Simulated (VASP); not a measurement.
# B (Fm-3m) in VASP: notebook, part 2 of 2

VASP 6.6.1. Earlier steps stand in the parts before.

## 4. Relaxation of cell and atoms, PBE

This run uses another cell than the first one, of 6.50 Å³/atom, 1.128 times its volume.

File INCAR:

```
SYSTEM = B
ALGO     = Normal         ! electronic algorithm
EDIFF    = 1E-6           ! SCF threshold, eV
EDIFFG   = -0.005         ! ionic threshold
ENCUT    = 600            ! plane-wave cutoff, eV
GGA      = PE             ! functional
IBRION   = 2              ! ionic algorithm
ISIF     = 3              ! what is computed and relaxed
ISMEAR   = -1             ! smearing method
LASPH    = .True.         ! aspherical terms in the spheres
LCHARG   = .False.        ! write CHGCAR
LREAL    = .False.        ! projectors in reciprocal space
LWAVE    = .False.        ! write WAVECAR
NELM     = 80             ! most SCF steps
NSW      = 60             ! ionic steps
PREC     = Accurate       ! precision mode
SIGMA    = 0.08           ! smearing width, eV
```

File KPOINTS:

```
k-points
0
Gamma
  23 23 23
  0 0 0
```

File POSCAR:

```
B
1.0
    0.0000000000      1.4812480342      1.4812480342
    1.4812480342      0.0000000000      1.4812480342
    1.4812480342      1.4812480342      0.0000000000
B
1
Direct
    0.0000000000      0.0000000000      0.0000000000
```

Potentials or basis: VASP PAW PBE potentials, release 64 (B).

On the command line:

```
> cat potpaw_PBE.64/B/POTCAR > POTCAR
> mpirun -np 1 vasp_std > vasp.out
```

OUTCAR:

```text
SYSTEM = B
   EDIFF = 1E-6
   EDIFFG = -0.005
   ENCUT = 600
   GGA = PE
   IBRION = 2
   ISIF = 3
   ISMEAR = -1
   LASPH = .True.
   LREAL = .False.
   NELM = 80
   NSW = 60
   PREC = Accurate

 ion  position               nearest neighbor table
   1  0.000  0.000  0.000-

  LATTYP: Found a face centered cubic cell.
 ALAT       =     2.9624960684

  Lattice vectors:

 A1 = (   0.0000000000,   1.4812480342,   1.4812480342)
 A2 = (   1.4812480342,   0.0000000000,   1.4812480342)
 A3 = (   1.4812480342,   1.4812480342,   0.0000000000)

Analysis of symmetry for initial positions (statically):
=====================================================================
 Subroutine PRICEL returns:
 Original cell was already a primitive cell.

 Routine SETGRP: Setting up the symmetry group for a
 face centered cubic supercell.

 Subroutine GETGRP returns: Found 48 space group operations
 (whereof 48 operations were pure point group operations)
 out of a pool of 48 trial point group operations.

The static configuration has the point symmetry O_h .

Analysis of symmetry for dynamics (positions and initial velocities):
=====================================================================
 Subroutine PRICEL returns:
 Original cell was already a primitive cell.

 Routine SETGRP: Setting up the symmetry group for a
 face centered cubic supercell.

 Subroutine GETGRP returns: Found 48 space group operations
 (whereof 48 operations were pure point group operations)
 out of a pool of 48 trial point group operations.

The dynamic configuration has the point symmetry O_h .

 Subroutine INISYM returns: Found 48 space group operations
 (whereof 48 operations are pure point group operations),
 and found     1 'primitive' translations

----------------------------------------------------------------------------------------

                                     Primitive cell

  volume of cell :       6.5000

  direct lattice vectors                    reciprocal lattice vectors
     0.000000000  1.481248034  1.481248034    -0.337553191  0.337553191  0.337553191
     1.481248034  0.000000000  1.481248034     0.337553191 -0.337553191  0.337553191
     1.481248034  1.481248034  0.000000000     0.337553191  0.337553191 -0.337553191

  length of vectors
     2.094801059  2.094801059  2.094801059     0.584659276  0.584659276  0.584659276

  position of ions in fractional coordinates (direct lattice)
     0.000000000  0.000000000  0.000000000

  ion indices of the primitive-cell ions
   primitive index   ion index
                 1           1

----------------------------------------------------------------------------------------

 KPOINTS: k-points

Automatic generation of k-mesh.
 Grid dimensions read from file:
 generate k-points for:   23   23   23

 Generating k-lattice:

  Cartesian coordinates                     Fractional coordinates (reciprocal lattice)
    -0.014676226  0.014676226  0.014676226     0.043478261  0.000000000  0.000000000
     0.014676226 -0.014676226  0.014676226     0.000000000  0.043478261  0.000000000
     0.014676226  0.014676226 -0.014676226     0.000000000  0.000000000  0.043478261

  Length of vectors
     0.025419969  0.025419969  0.025419969

  Shift w.r.t. Gamma in fractional coordinates (k-lattice)
     0.000000000  0.000000000  0.000000000

 Subroutine IBZKPT returns following result:
 ===========================================

 Found    364 irreducible k-points:

 Following reciprocal coordinates:
            Coordinates               Weight
  0.000000  0.000000  0.000000      1.000000
  0.043478  0.000000  0.000000      8.000000
  0.086957  0.000000  0.000000      8.000000
  0.130435  0.000000  0.000000      8.000000
  0.173913  0.000000  0.000000      8.000000
  0.217391  0.000000  0.000000      8.000000
[... 16 lines left out ...]
  0.478261  0.043478  0.000000     24.000000
 -0.478261  0.043478  0.000000     24.000000
 [... further k-points ...]
   k-points           NKPTS =    364   k-points in BZ     NKDIM =    364   number of bands    NBANDS=      5
   number of dos      NEDOS =    301   number of ions     NIONS =      1
   total plane-waves  NPLWV =   5832
   dimension x,y,z NGX =    18 NGY =   18 NGZ =   18
   dimension x,y,z NGXF=    36 NGYF=   36 NGZF=   36
   ions per type =               1
   NGX,Y,Z   is equivalent  to a cutoff of  14.29, 14.29, 14.29 a.u.
   NGXF,Y,Z  is equivalent  to a cutoff of  28.57, 28.57, 28.57 a.u.
 SYSTEM =  B
   PREC   = accura    normal or accurate (medium, high low for compatibility)
   ISTART =      0    job   : 0-new  1-cont  2-samecut
   ICHARG =      2    charge: 1-file 2-atom 10-const
   ISPIN  =      1    spin polarized calculation?
   LNONCOLLINEAR =      F non collinear calculations
   LSORBIT =      F    spin-orbit coupling
   LASPH  =      T    aspherical Exc in radial PAW
   ENCUT  =  600.0 eV  44.10 Ry    6.64 a.u.   4.18  4.18  4.18*2*pi/ulx,y,z
   NELM   =     80;   NELMIN=  2; NELMDL= -5     # of ELM steps
   EDIFF  = 0.1E-05   stopping-criterion for ELM
   LREAL  =      F    real-space projection
   EDIFFG = -.5E-02   stopping-criterion for IOM
   NSW    =     60    number of steps for IOM
   IBRION =      2    ionic relax: 0-MD 1-quasi-New 2-CG
   NFREE  =      1    steps in history (QN), initial steepest desc. (CG)
   ISIF   =      3    stress and relaxation
   ISYM   =      2    0-nonsym 1-usesym 2-fastsym
   POTIM  = 0.5000    time-step for ionic-motion
   TEBEG  =    0.0;   TEEND  =   0.0 temperature during run
   PSTRESS=    0.0 pullay stress
   NELECT =       3.0000    total number of electrons
   NUPDOWN=      -1.0000    fix difference up-down
   EMIN   =  10.00;   EMAX   =-10.00  energy-range for DOS
   EFERMI =   0.00;   METHOD = LEGACY
   ISMEAR =    -1;   SIGMA  =   0.08  broadening in eV -4-tet -1-fermi 0-gaus
   EFERMI_NEDOS =   21; number of points for ismear=-14 and -15
   IALGO  =     38    algorithm
   IMIX   =      4    mixing-type and parameters
     AMIX     =   0.40;   BMIX     =  1.00
     AMIX_MAG =   1.60;   BMIX_MAG =  1.00
  volume/ion in A,a.u.               =       6.50        43.86
  Fermi-wavevector in a.u.,A,eV,Ry     =   1.265156  2.390798 21.777758  1.600620
  Thomas-Fermi vector in A             =   2.398424
   LORBIT       =      0    0 simple, 1 ext, 2 COOP (PROOUT), +10 PAW based schemes
   GGA     = PE    functional components
   LHFCALC =     F    Hartree Fock is set to
   AEXX    =    0.0000 exact exchange contribution
   IVDW    =     0    specifies the selected vdW correction
   LEPSILON=     F    determine dielectric tensor
   LRPA    =     F    only Hartree local field effects (RPA)
 conjugate gradient relaxation of ions
 non-spin polarized calculation
  energy-cutoff  :      600.00
  volume of cell :        6.50
 maximum number of plane-waves:       229
 NGX is ok and might be reduce to    18
   NGX =  9   NGY =  9   NGZ =  9

--------------------------------------- Ionic step        1  -------------------------------------------

 number of electron       3.0000000 magnetization

 Free energy of the ion-electron system (eV)
  ---------------------------------------------------
  ext. energy  EPLUGINS =         0.00000000
  ---------------------------------------------------
  free energy    TOTEN  =        -5.30785401 eV

  energy without entropy =       -5.30339597  energy(sigma->0) =       -5.30562499

 E-fermi :   9.3843     XC(G=0): -12.6114

 val. band max:        9.3360423202   @ k =  -0.4348   0.4783   0.0870
 cond. band min:       9.3982054496   @ k =  -0.4348   0.3913   0.0435
 fundamental gap:      0.0621631294
 Fermi energy:         9.3842850416

 k-point     1 :       0.0000    0.0000    0.0000
  band No.  band energies     occupation
      1      -8.6591      2.00000
      2      23.9871      0.00000
      3      23.9871      0.00000
      4      23.9871      0.00000
      5      40.1130      0.00000

 k-point     2 :       0.0435    0.0000    0.0000
  band No.  band energies     occupation
      1      -8.5805      2.00000
      2      23.6207      0.00000
      3      23.9115      0.00000
      4      23.9115      0.00000
      5      39.1606      0.00000
[... 243 lines left out ...]
  energy  without entropy=       -5.3438414097  energy(sigma->0) =       -5.34584514

--------------------------------------- Ionic step        3  -------------------------------------------

 number of electron       3.0000000 magnetization

 Free energy of the ion-electron system (eV)
  ---------------------------------------------------
  ext. energy  EPLUGINS =         0.00000000
  ---------------------------------------------------
  free energy    TOTEN  =        -5.35396464 eV

  energy without entropy =       -5.34977552  energy(sigma->0) =       -5.35187008

 E-fermi :  10.5898     XC(G=0): -13.0224

 val. band max:       10.5850944844   @ k =  -0.4783   0.3043   0.0870
 cond. band min:      10.5958692646   @ k =  -0.4783   0.4348   0.0000
 fundamental gap:      0.0107747802
 Fermi energy:        10.5898479677

 k-point     1 :       0.0000    0.0000    0.0000
  band No.  band energies     occupation
      1      -8.6266      2.00000
      2      26.5645      0.00000
      3      26.5645      0.00000
      4      26.5645      0.00000
      5      43.0555      0.00000

 k-point     2 :       0.0435    0.0000    0.0000
  band No.  band energies     occupation
      1      -8.5439      2.00000
      2      26.1549      0.00000
      3      26.4785      0.00000
      4      26.4785      0.00000
      5      42.0278      0.00000
[... 204 lines left out ...]
  FREE ENERGIE OF THE ION-ELECTRON SYSTEM (eV)
  ---------------------------------------------------
  free  energy   TOTEN  =        -5.3539646406 eV

  energy  without entropy=       -5.3497755185  energy(sigma->0) =       -5.35187008

 reached required accuracy - stopping structural energy minimisation
```

Run time: 10 s. Hardware: 1 thread of AMD EPYC 9R45 (Zen 5), shared host; peak memory 0.09 GiB.

Results:

```yaml
Free_energy: -5.3540 eV
Relaxed_volume: 5.89 Å³/atom
Relaxed_cell: a = 2.027 Å, b = 2.027 Å, c = 2.027 Å, α = 60.00°, β = 60.00°, γ = 60.00°
Space_group_after_relaxing_to_0.05_Å: Fm-3m (No. 225)
Energy_gained_by_relaxing: 46.1 meV/atom
Ionic_steps: 3
Pressure_after_relaxing: 0.0 GPa
```

Step by step:
```csv
step,energy change (eV),largest force (eV/Å),pressure (GPa),volume (Å³)
1,0.0000,0.0000,-22.25,6.50
2,-0.0400,0.0000,10.07,5.69
3,-0.0461,0.0000,0.05,5.89
```

Final structure:
```yaml
crystal:
  lattice:
    - [0.00000, 1.43309, 1.43309]
    - [1.43309, 0.00000, 1.43309]
    - [1.43309, 1.43309, 0.00000]
  atoms:
    - { symbol: B, position: [0.00000, 0.00000, 0.00000] }
```

Levels at points of the mesh, in eV from the Fermi level:
| k point | band 1 | band 2 | band 3 | band 4 | band 5 |
| --- | --- | --- | --- | --- | --- |
| (0.00, 0.00, 0.00) | -19.22 | 15.97 | 15.97 | 15.97 | 32.47 |
